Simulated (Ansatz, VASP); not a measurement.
**C: VASP beside Ansatz**

```
C
1.0
     2.47640    0.00000    0.00000
    -1.23820    2.14463    0.00000
     0.00000    0.00000   12.42911
C
12
Direct
  0.00000 0.00000 0.18686
  0.00000 0.00000 0.68686
  0.00000 0.00000 0.31314
  0.00000 0.00000 0.81314
  0.33333 0.66667 0.52077
  0.66667 0.33333 0.02077
  0.33333 0.66667 0.97923
  0.66667 0.33333 0.47923
  0.33333 0.66667 0.64510
  0.66667 0.33333 0.14510
  0.33333 0.66667 0.85490
  0.66667 0.33333 0.35490
```

Alike in both runs: task single point; functional PBE; k mesh 12 × 12 × 2; occupations gaussian, width 0.05 eV; no spin polarisation.

```csv
,VASP,Ansatz
version,VASP 6.6.1,Ansatz 0.2.0
potentials or method,"VASP PAW PBE potentials, release 64 (C), cutoff 520 eV","scalar-relativistic, plane waves, PAW"
valence electrons in the cell,48,48
```

VASP gave:

```
gap on the k mesh at the Fermi level (eV)                     : 4.59
least direct gap on the mesh (eV)                             : 5.17
pressure (GPa)                                                : 17.3
traceless stress, the component that is largest in VASP (GPa) : -14.93
rms of the force components (eV/Å)                            : 0.049
```

**Question.** Which values does Ansatz return?

**Answer.** gap on the k mesh at the Fermi level (eV): 4.60; least direct gap on the mesh (eV): 5.17; pressure (GPa): 16.5; traceless stress, the component that is largest in VASP (GPa): -14.81; rms of the force components (eV/Å): 0.045.

Atom by atom the forces differ by 0.005 eV/Å (rms over components).
